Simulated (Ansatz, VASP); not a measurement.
# ScAl3N4: VASP beside Ansatz

The input INCAR:

```
PREC = Accurate
ENCUT = 600
EDIFF = 1E-6
ISMEAR = 0
SIGMA = 0.1
LREAL = F
LASPH = T
NELM = 60
ALGO = Normal
ISIF = 3
LWAVE = F
LCHARG = F
GGA = PE
IBRION = 2
NSW = 100
EDIFFG = -0.05
```

The input KPOINTS:

```
regular mesh
0
Gamma
  4 4 4
```

Contents of POSCAR:

```
ScAl3N4
1.0
    4.6212242771      0.0000000000      0.0000000000
    0.0000000000      4.6212242771      0.0000000000
    0.0000000000      0.0000000000      4.6212242771
Sc Al N
1 3 4
Direct
    0.0000000000      0.0000000000      0.0000000000
    0.5000000000      0.5000000000      0.0000000000
    0.5000000000      0.0000000000      0.5000000000
    0.0000000000      0.5000000000      0.5000000000
    0.7441634300      0.7441634300      0.2558365700
    0.7441634300      0.2558365700      0.7441634300
    0.2558365700      0.7441634300      0.7441634300
    0.2558365700      0.2558365700      0.2558365700
```

Input for Ansatz:

```yaml
crystal:
  lattice:
    - [4.6212242771, 0.0, 0.0]
    - [0.0, 4.6212242771, 0.0]
    - [0.0, 0.0, 4.6212242771]
  atoms:
    - { symbol: Sc, position: [0.0, 0.0, 0.0] }
    - { symbol: Al, position: [0.5, 0.5, 0.0] }
    - { symbol: Al, position: [0.5, 0.0, 0.5] }
    - { symbol: Al, position: [0.0, 0.5, 0.5] }
    - { symbol: "N", position: [0.74416343, 0.74416343, 0.25583657] }
    - { symbol: "N", position: [0.74416343, 0.25583657, 0.74416343] }
    - { symbol: "N", position: [0.25583657, 0.74416343, 0.74416343] }
    - { symbol: "N", position: [0.25583657, 0.25583657, 0.25583657] }
basis:
  ecutwfc: 420
kpoints:
  mp_grid: { grid: [4, 4, 4] }
hamiltonian:
  xc: pbe
scf:
  occupations: { method: gaussian, width: 0.1 }
output:
  forces: true
  stress: true
  eigenvalues: true
relax:
  adjacent_minimum: "off"
  f_tol: 0.05
  max_steps: 80
  cell: { stress_tol: 0.5 }
```

Alike in both runs: task relaxation of cell and atoms; functional PBE; k mesh 4 × 4 × 4; occupations gaussian, width 0.1 eV; no spin polarisation.

|  | VASP | Ansatz |
| --- | --- | --- |
| version | VASP 6.6.1 | Ansatz 0.2.0 |
| potentials or method | VASP PAW PBE potentials, release 64 (Sc_sv, Al, N), cutoff 600 eV | scalar-relativistic, plane waves, PAW |
| valence electrons in the cell | 40 | 40 |

VASP gave:

| Quantity | Value |
| --- | --- |
| gap on the k mesh at the Fermi level, each at its own relaxed structure (eV) | 3.25 |
| relaxed volume (Å³/atom) | 11.61 |
| relaxed cell length with the largest relative difference (Å) | 4.528 |

**Question.** Which values does Ansatz return?

**Answer.** gap on the k mesh at the Fermi level, each at its own relaxed structure (eV): 3.26; relaxed volume (Å³/atom): 11.62; relaxed cell length with the largest relative difference (Å): 4.530.
